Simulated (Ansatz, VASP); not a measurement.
## One calculation of AlN, two programs

INCAR

```
ALGO     = Normal         # electronic algorithm
EDIFF    = 1E-6           # SCF threshold, eV
EDIFFG   = -0.005         # ionic threshold
ENCUT    = 600            # plane-wave cutoff, eV
GGA      = PE             # functional
IBRION   = 2              # ionic algorithm
ISIF     = 3              # what is computed and relaxed
ISMEAR   = 0              # smearing method
LASPH    = True           # aspherical terms in the spheres
LCHARG   = False          # write CHGCAR
LREAL    = False          # projectors in reciprocal space
LWAVE    = False          # write WAVECAR
NELM     = 60             # most SCF steps
NSW      = 100            # ionic steps
PREC     = Accurate       # precision mode
SIGMA    = 0.02           # smearing width, eV
```

KPOINTS

```
k-points
0
Gamma
  12 12 6
```

File POSCAR:

```
AlN
1.0
    3.1285881400      0.0000000000      0.0000000000
   -1.5642940700      2.7094368000      0.0000000000
    0.0000000000      0.0000000000      5.0169550000
Al N
2 2
Direct
    0.6666666700      0.3333333300      0.4992870000
    0.3333333300      0.6666666700      0.9992870000
    0.6666666700      0.3333333300      0.8807130000
    0.3333333300      0.6666666700      0.3807130000
```

Input for Ansatz:

```yaml
crystal:
  lattice:
    - [3.12858814, 0.0, 0.0]
    - [-1.56429407, 2.7094368, 0.0]
    - [0.0, 0.0, 5.016955]
  atoms:
    - { symbol: Al, position: [0.66666667, 0.33333333, 0.499287] }
    - { symbol: Al, position: [0.33333333, 0.66666667, 0.999287] }
    - { symbol: "N", position: [0.66666667, 0.33333333, 0.880713] }
    - { symbol: "N", position: [0.33333333, 0.66666667, 0.380713] }
basis:
  ecutwfc: 420
kpoints:
  mp_grid: { grid: [12, 12, 6] }
hamiltonian:
  xc: pbe
scf:
  occupations: { method: gaussian, width: 0.02 }
output:
  forces: true
  stress: true
  eigenvalues: true
relax:
  adjacent_minimum: "off"
  f_tol: 0.005
  max_steps: 80
  cell: { stress_tol: 0.05 }
```

Alike in both runs: task relaxation of cell and atoms; functional PBE; k mesh 12 × 12 × 6; occupations gaussian, width 0.02 eV; no spin polarisation.

```csv
,VASP,Ansatz
version,VASP 6.6.1,Ansatz 0.2.0
potentials or method,"VASP PAW PBE potentials, release 64 (Al, N), cutoff 600 eV","scalar-relativistic, plane waves, PAW"
valence electrons in the cell,16,16
```

|  | VASP | Ansatz | Ansatz less VASP |
| --- | --- | --- | --- |
| gap on the k mesh at the Fermi level, each at its own relaxed structure (eV) | 4.06 | 4.03 | -0.028 |
| relaxed volume (Å³/atom) | 10.62 | 10.65 | +0.021 |
| relaxed cell length with the largest relative difference (Å) | 3.128 | 3.130 | +0.0024 |
